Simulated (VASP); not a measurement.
# CdS (P6_3mc) in VASP: further runs

CdS is run at these levels: PBE; tasks: single point.

All numbers are computed with VASP 6.6.1; they aren't measurements. Logs are shortened: lines on timing, memory, paths and dates and some standing lists are left out, and cuts for length are marked.

## (1) The cell of the first run

It takes space group P6_3mc (No. 186, hexagonal). The conventional cell has a = 4.040 Å, b = 4.040 Å, c = 6.563 Å, α = 90.00°, β = 90.00°, γ = 120.00°. Cd (site symmetry 3m) has 4 S at 2.47 Å within 3.3 Å. Within 3.3 Å of S (site symmetry 3m) lie 4 Cd at 2.47 Å.

## (2) Single point, PBE (strain -3.0%)

Contents of INCAR:

```
PREC = Accurate
ENCUT = 520
EDIFF = 1E-6
ISMEAR = -1
SIGMA = 0.02
LREAL = F
LASPH = T
NELM = 60
ALGO = Normal
ISIF = 2
LWAVE = F
LCHARG = F
GGA = PE
NBANDS = 26
```

Contents of KPOINTS:

```
regular mesh
0
Gamma
  12 12 4
```

Contents of POSCAR:

```
CdS
1.0
    4.0396632443      0.0000000000      0.0000000000
   -2.0198316221      3.4984509923      0.0000000000
    0.0000000000      0.0000000000      6.5630301753
Cd S
2 2
Direct
    0.3333333333      0.6666666667     -0.0009236181
    0.6666666667      0.3333333333      0.4990763819
    0.3333333333      0.6666666667      0.3759236181
    0.6666666667      0.3333333333      0.8759236181
```

Potentials or basis: VASP PAW PBE potentials, release 64 (Cd, S).

Started as:

```bash
> cat potpaw_PBE.64/Cd/POTCAR potpaw_PBE.64/S/POTCAR > POTCAR
> mpirun -np 1 vasp_std > vasp.out
```

OUTCAR:

```text
PREC = Accurate
   ENCUT = 520
   EDIFF = 1E-6
   ISMEAR = -1
   LREAL = F
   LASPH = T
   NELM = 60
   ISIF = 2
   GGA = PE

 ion  position               nearest neighbor table
   1  0.333  0.667  0.999-   4 2.47   4 2.47   4 2.47   3 2.47
   2  0.667  0.333  0.499-   3 2.47   3 2.47   3 2.47   4 2.47
   3  0.333  0.667  0.376-   2 2.47   2 2.47   2 2.47   1 2.47
   4  0.667  0.333  0.876-   1 2.47   1 2.47   1 2.47   2 2.47

  LATTYP: Found a hexagonal cell.
 ALAT       =     4.0396632443
 C/A-ratio  =     1.6246478428

  Lattice vectors:

 A1 = (   4.0396632443,   0.0000000000,   0.0000000000)
 A2 = (  -2.0198316221,   3.4984509923,   0.0000000000)
 A3 = (   0.0000000000,   0.0000000000,   6.5630301753)

Analysis of symmetry for initial positions (statically):
=====================================================================
 Subroutine PRICEL returns:
 Original cell was already a primitive cell.

 Routine SETGRP: Setting up the symmetry group for a
 hexagonal supercell.

 Subroutine GETGRP returns: Found 12 space group operations
 (whereof  6 operations were pure point group operations)
 out of a pool of 24 trial point group operations.

The static configuration has the point symmetry C_3v.
 The point group associated with its full space group is C_6v.

Analysis of symmetry for dynamics (positions and initial velocities):
=====================================================================
 Subroutine PRICEL returns:
 Original cell was already a primitive cell.

 Routine SETGRP: Setting up the symmetry group for a
 hexagonal supercell.

 Subroutine GETGRP returns: Found 12 space group operations
 (whereof  6 operations were pure point group operations)
 out of a pool of 24 trial point group operations.

The dynamic configuration has the point symmetry C_3v.
 The point group associated with its full space group is C_6v.

 Subroutine INISYM returns: Found 12 space group operations
 (whereof  6 operations are pure point group operations),
 and found     1 'primitive' translations

----------------------------------------------------------------------------------------

                                     Primitive cell

  volume of cell :      92.7524

  direct lattice vectors                    reciprocal lattice vectors
     4.039663244  0.000000000  0.000000000     0.247545387  0.142920396  0.000000000
    -2.019831622  3.498450992  0.000000000     0.000000000  0.285840791  0.000000000
     0.000000000  0.000000000  6.563030175     0.000000000  0.000000000  0.152368643

  length of vectors
     4.039663244  4.039663244  6.563030175     0.285840791  0.285840791  0.152368643

  position of ions in fractional coordinates (direct lattice)
     0.333333333  0.666666667  0.999076382
     0.666666667  0.333333333  0.499076382
     0.333333333  0.666666667  0.375923618
     0.666666667  0.333333333  0.875923618

  ion indices of the primitive-cell ions
   primitive index   ion index
                 1           1
                 2           2
                 3           3
                 4           4

----------------------------------------------------------------------------------------

 KPOINTS: regular mesh

Automatic generation of k-mesh.
 Grid dimensions read from file:
 generate k-points for:   12   12    4

 Generating k-lattice:

  Cartesian coordinates                     Fractional coordinates (reciprocal lattice)
     0.020628782  0.011910033  0.000000000     0.083333333  0.000000000  0.000000000
     0.000000000  0.023820066  0.000000000     0.000000000  0.083333333  0.000000000
     0.000000000  0.000000000  0.038092161     0.000000000  0.000000000  0.250000000

  Length of vectors
     0.023820066  0.023820066  0.038092161

  Shift w.r.t. Gamma in fractional coordinates (k-lattice)
     0.000000000  0.000000000  0.000000000

 Subroutine IBZKPT returns following result:
 ===========================================

 Found     57 irreducible k-points:

 Following reciprocal coordinates:
            Coordinates               Weight
  0.000000  0.000000  0.000000      1.000000
  0.083333 -0.000000  0.000000      6.000000
  0.166667 -0.000000  0.000000      6.000000
  0.250000 -0.000000  0.000000      6.000000
  0.333333  0.000000  0.000000      6.000000
  0.416667 -0.000000  0.000000      6.000000
[... 16 lines left out ...]
  0.250000 -0.000000  0.250000     12.000000
  0.333333  0.000000  0.250000     12.000000
 [... further k-points ...]
   k-points           NKPTS =     57   k-points in BZ     NKDIM =     57   number of bands    NBANDS=     26
   number of dos      NEDOS =    301   number of ions     NIONS =      4
   total plane-waves  NPLWV =  45000
   dimension x,y,z NGX =    30 NGY =   30 NGZ =   50
   dimension x,y,z NGXF=    60 NGYF=   60 NGZF=  100
   ions per type =               2   2
   NGX,Y,Z   is equivalent  to a cutoff of  12.35, 12.35, 12.67 a.u.
   NGXF,Y,Z  is equivalent  to a cutoff of  24.69, 24.69, 25.33 a.u.
 SYSTEM =  unknown system
   PREC   = accura    normal or accurate (medium, high low for compatibility)
   ISTART =      0    job   : 0-new  1-cont  2-samecut
   ICHARG =      2    charge: 1-file 2-atom 10-const
   ISPIN  =      1    spin polarized calculation?
   LNONCOLLINEAR =      F non collinear calculations
   LSORBIT =      F    spin-orbit coupling
   LASPH  =      T    aspherical Exc in radial PAW
   ENCUT  =  520.0 eV  38.22 Ry    6.18 a.u.   7.51  7.51 12.20*2*pi/ulx,y,z
   NELM   =     60;   NELMIN=  2; NELMDL= -5     # of ELM steps
   EDIFF  = 0.1E-05   stopping-criterion for ELM
   LREAL  =      F    real-space projection
   EDIFFG = 0.1E-04   stopping-criterion for IOM
   NSW    =      0    number of steps for IOM
   IBRION =     -1    ionic relax: 0-MD 1-quasi-New 2-CG
   NFREE  =      0    steps in history (QN), initial steepest desc. (CG)
   ISIF   =      2    stress and relaxation
   ISYM   =      2    0-nonsym 1-usesym 2-fastsym
   POTIM  = 0.5000    time-step for ionic-motion
   TEBEG  =    0.0;   TEEND  =   0.0 temperature during run
   PSTRESS=    0.0 pullay stress
   NELECT =      36.0000    total number of electrons
   NUPDOWN=      -1.0000    fix difference up-down
   EMIN   =  10.00;   EMAX   =-10.00  energy-range for DOS
   EFERMI =   0.00;   METHOD = LEGACY
   ISMEAR =    -1;   SIGMA  =   0.02  broadening in eV -4-tet -1-fermi 0-gaus
   EFERMI_NEDOS =   21; number of points for ismear=-14 and -15
   IALGO  =     38    algorithm
   IMIX   =      4    mixing-type and parameters
     AMIX     =   0.40;   BMIX     =  1.00
     AMIX_MAG =   1.60;   BMIX_MAG =  1.00
  volume/ion in A,a.u.               =      23.19       156.48
  Fermi-wavevector in a.u.,A,eV,Ry     =   1.194173  2.256660 19.402573  1.426049
  Thomas-Fermi vector in A             =   2.330169
   LORBIT       =      0    0 simple, 1 ext, 2 COOP (PROOUT), +10 PAW based schemes
   GGA     = PE    functional components
   LHFCALC =     F    Hartree Fock is set to
   AEXX    =    0.0000 exact exchange contribution
   IVDW    =     0    specifies the selected vdW correction
   LEPSILON=     F    determine dielectric tensor
   LRPA    =     F    only Hartree local field effects (RPA)
 non-spin polarized calculation
  energy-cutoff  :      520.00
  volume of cell :       92.75
 maximum number of plane-waves:      2539
   NGX = 15   NGY = 15   NGZ = 25

 number of electron      36.0000018 magnetization

 Free energy of the ion-electron system (eV)
  ---------------------------------------------------
  ext. energy  EPLUGINS =         0.00000000
  ---------------------------------------------------
  free energy    TOTEN  =       -12.01411252 eV

  energy without entropy =      -12.01411252  energy(sigma->0) =      -12.01411252

 E-fermi :   2.3190     XC(G=0):  -9.4647

 val. band max:        1.9177589112   @ k =   0.0000   0.0000   0.0000
 cond. band min:       3.3052044634   @ k =   0.0000   0.0000   0.0000
 fundamental gap:      1.3874455522
 Fermi energy:         2.3190329809

 k-point     1 :       0.0000    0.0000    0.0000
  band No.  band energies     occupation
      1     -10.8965      2.00000
      2     -10.3960      2.00000
      3      -6.0601      2.00000
      4      -6.0535      2.00000
      5      -6.0535      2.00000
      6      -5.9529      2.00000
[... 18 lines left out ...]
     25       9.5455      0.00000
     26       9.8897      0.00000

 k-point     2 :       0.0833   -0.0000    0.0000
  band No.  band energies     occupation
      1     -10.8675      2.00000
      2     -10.3831      2.00000
      3      -6.0538      2.00000
      4      -6.0408      2.00000
      5      -6.0316      2.00000
      6      -5.9398      2.00000
[... 18 lines left out ...]
     25       9.7133      0.00000
     26       9.7885      0.00000

 k-point     3 :       0.1667   -0.0000    0.0000
  band No.  band energies     occupation
      1     -10.7868      2.00000
      2     -10.3491      2.00000
      3      -6.0250      2.00000
      4      -6.0083      2.00000
      5      -5.9770      2.00000
      6      -5.8974      2.00000
[... 18 lines left out ...]
     25       9.6047      0.00000
     26      10.1768      0.00000

 k-point     4 :       0.2500   -0.0000    0.0000
  band No.  band energies     occupation
      1     -10.6719      2.00000
      2     -10.3064      2.00000
      3      -5.9892      2.00000
      4      -5.9696      2.00000
      5      -5.8892      2.00000
      6      -5.8203      2.00000
[... 18 lines left out ...]
     25      10.0443      0.00000
     26      10.5082      0.00000

 k-point     5 :       0.3333    0.0000    0.0000
  band No.  band energies     occupation
      1     -10.5493      2.00000
      2     -10.2709      2.00000
      3      -5.9627      2.00000
      4      -5.9394      2.00000
      5      -5.8038      2.00000
      6      -5.7538      2.00000
[... 18 lines left out ...]
     25      10.3017      0.00000
     26      11.0256      0.00000

 k-point     6 :       0.4167   -0.0000    0.0000
  band No.  band energies     occupation
      1     -10.4501      2.00000
      2     -10.2543      2.00000
      3      -5.9502      2.00000
      4      -5.9232      2.00000
      5      -5.7392      2.00000
      6      -5.7066      2.00000
[... 427 lines left out ...]
 k-point    21 :       0.0833   -0.0000    0.2500
  band No.  band energies     occupation
      1     -10.7944      2.00000
      2     -10.4504      2.00000
      3      -6.0325      2.00000
      4      -6.0294      2.00000
      5      -5.9983      2.00000
      6      -5.9584      2.00000
[... 18 lines left out ...]
     25       9.3965      0.00000
     26       9.5841      0.00000

 k-point    22 :       0.1667   -0.0000    0.2500
  band No.  band energies     occupation
      1     -10.7195      2.00000
      2     -10.4086      2.00000
      3      -6.0036      2.00000
      4      -5.9937      2.00000
      5      -5.9569      2.00000
      6      -5.9090      2.00000
[... 18 lines left out ...]
     25       9.7089      0.00000
     26       9.8442      0.00000

 k-point    23 :       0.2500   -0.0000    0.2500
  band No.  band energies     occupation
      1     -10.6139      2.00000
      2     -10.3543      2.00000
      3      -5.9748      2.00000
      4      -5.9494      2.00000
      5      -5.8963      2.00000
      6      -5.8437      2.00000
[... 18 lines left out ...]
     25       9.8395      0.00000
     26      10.4815      0.00000

 k-point    24 :       0.3333    0.0000    0.2500
  band No.  band energies     occupation
      1     -10.5029      2.00000
      2     -10.3052      2.00000
      3      -5.9573      2.00000
      4      -5.9122      2.00000
      5      -5.8410      2.00000
      6      -5.7802      2.00000
[... 18 lines left out ...]
     25       9.9767      0.00000
     26      11.1812      0.00000

 [... further k-points ...]
[... 5 lines left out ...]
  --------------------------------------------------------------------------------------
  -------------------------------------------------------------------------------------
  Total        4.9116799      4.9116799      4.9793505      0.0000000      0.0000000      0.0000000
  in kB       84.8428564     84.8428564     86.0117767      0.0000000      0.0000000      0.0000000
  external PRESSURE =      85.2324965 kB  Pullay stress =       0.0000000 kB

 VOLUME and BASIS-vectors are now :
 -----------------------------------------------------------------------------
  energy-cutoff  :      520.00
  volume of cell :       92.75
      direct lattice vectors                 reciprocal lattice vectors
     4.039663244  0.000000000  0.000000000     0.247545387  0.142920396  0.000000000
    -2.019831622  3.498450992  0.000000000     0.000000000  0.285840791  0.000000000
     0.000000000  0.000000000  6.563030175     0.000000000  0.000000000  0.152368643

 POSITION                                       TOTAL-FORCE (eV/Angst)
 -----------------------------------------------------------------------------------
     -0.00000      2.33230      6.55697        -0.000000      0.000000      0.003678
      2.01983      1.16615      3.27545         0.000000     -0.000000      0.003678
     -0.00000      2.33230      2.46720        -0.000000     -0.000000     -0.003678
      2.01983      1.16615      5.74871         0.000000      0.000000     -0.003678
 -----------------------------------------------------------------------------------
    total drift:                               -0.000000      0.000000      0.000391

  FREE ENERGIE OF THE ION-ELECTRON SYSTEM (eV)
  ---------------------------------------------------
  free  energy   TOTEN  =       -12.0141125162 eV

  energy  without entropy=      -12.0141125162  energy(sigma->0) =      -12.01411252
```

It took 4 min on 1 thread of Intel Xeon 8259CL, shared host; peak memory 0.26 GiB.

Results:

```yaml
Free_energy: -12.0141 eV
Pressure: 8.5 GPa
Largest_force: 0.004 eV/Å
Band_gap_on_the_k_mesh: 1.39 eV
```

Forces in eV/Å, atoms in the order of the input:
```
Cd   0.000  0.000  0.004
Cd   0.000  0.000  0.004
S    0.000  0.000 -0.004
S    0.000  0.000 -0.004
```

Stress tensor (GPa, compression positive):
```
8.48 0.00 0.00
0.00 8.48 0.00
0.00 0.00 8.60
```

Levels at points of the mesh, in eV from the valence-band top:
| k point | band 16 | band 17 | band 18 | band 19 | band 20 | band 21 |
| --- | --- | --- | --- | --- | --- | --- |
| (0.00, 0.00, 0.00) | -0.05 | 0.00 | 0.00 | 1.39 | 2.87 | 6.45 |
| (0.50, 0.00, 0.00) | -2.14 | -1.48 | -0.86 | 3.87 | 3.88 | 5.07 |
| (0.00, 0.00, 0.50) | -0.45 | -0.45 | -0.45 | 3.01 | 3.01 | 6.27 |
| (0.50, 0.00, 0.50) | -1.54 | -1.50 | -1.50 | 3.51 | 3.51 | 5.41 |

Caveat: the cell differs from its parent crystal (strain -3.0%); the cell stands under pressure. A k mesh can miss the band edges.

(Part 1 of 3 ends here.)
